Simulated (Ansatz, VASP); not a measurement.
**Two plane-wave programs on K**

```
CELL_PARAMETERS angstrom
7.52211 0.00000 0.00000
-3.76106 6.51434 0.00000
0.00000 0.00000 4.50108
ATOMIC_POSITIONS crystal
K 0.00000 0.00000 0.00000
K 0.33333 0.66667 0.50000
K 0.66667 0.33333 0.50000
```

Alike in both runs: task single point; functional BLYP; k mesh 6 × 6 × 8; occupations fermi-dirac, width 0.1 eV; no spin polarisation.

|  | VASP | Ansatz |
| --- | --- | --- |
| version | VASP 6.6.1 | Ansatz 0.2.0 |
| potentials or method | VASP PAW PBE potentials, release 64 (K_sv), cutoff 520 eV | plane waves (420 eV) with PAW, scalar-relativistic |
| valence electrons in the cell | 27 | 27 |

```tsv
	VASP	Ansatz	Ansatz less VASP
pressure (GPa)	0.1	0.1	+0.01
```

VASP's potentials were made for PBE, not for BLYP.
